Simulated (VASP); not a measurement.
Runs of VASP 6.6.1 on TaRu. The structure is that of space group Pm-3m (No. 221), or close to it. The cells are those of the table. 

```csv
task,potentials or basis,cell,cutoff (eV),second run,gap on the mesh (eV),pressure (GPa)
electric field gradients,"VASP PAW LDA potentials, release 64 (Ta_pv, Ru_pv)","a = 2.951 Å, 2 atoms",520,-,none,69.4
single point,"VASP PAW LDA potentials, release 64 (Ta_pv, Ru_pv)","a = 3.179 Å, 2 atoms",520,-,none,-13.7
electric field gradients,"VASP PAW LDA potentials, release 64 (Ta_pv, Ru_pv)","a = 3.179 Å, 2 atoms",520,-,none,-13.7
electric field gradients,"VASP PAW LDA potentials, release 64 (Ta_sv_GW, Ru_sv)","a = 3.069 Å, 2 atoms",520,valence_matched,none,(a)
single point,"VASP PAW LDA potentials, release 64 (Ta_pv, Ru_pv)","a = 2.951 Å, 2 atoms",520,-,none,69.4
single point,"VASP PAW LDA potentials, release 64 (Ta_pv, Ru_pv)","a = 3.069 Å, 2 atoms",520,-,none,16.4
relaxation of the atoms,"VASP PAW LDA potentials, release 64 (Ta_pv, Ru_pv)","atoms relaxed from a = 3.069 Å, 2 atoms",520,-,none,16.4
electric field gradients,"VASP PAW LDA potentials, release 64 (Ta_pv, Ru_pv)","a = 3.069 Å, 2 atoms",520,-,none,16.4
relaxation of the atoms,"VASP PAW LDA potentials, release 64 (Ta_pv, Ru_pv)","atoms relaxed from a = 3.179 Å, 2 atoms",520,-,none,-13.7
single point,"VASP PAW LDA potentials, release 64 (Ta_sv_GW, Ru_sv)","a = 3.069 Å, 2 atoms",600,valence_matched,none,15.6
```

Alike in all rows: level LDA; no spin polarisation; k mesh 11 × 11 × 11; smearing fermi-dirac 0.05 eV.

Question: Estimate the missing entries.

Answer: (a) 15.2.

Caveats: spin-orbit coupling is left out, which moves the levels of the heavy elements; the relaxation stopped at its first step, so nothing moved (some runs).

A k mesh can miss the band edges, and the runs leave out spin-orbit coupling on Ru, Ta.

A gap of «none» marks levels without a gap at the run's occupations.

The runs don't all hold the same shells in valence.
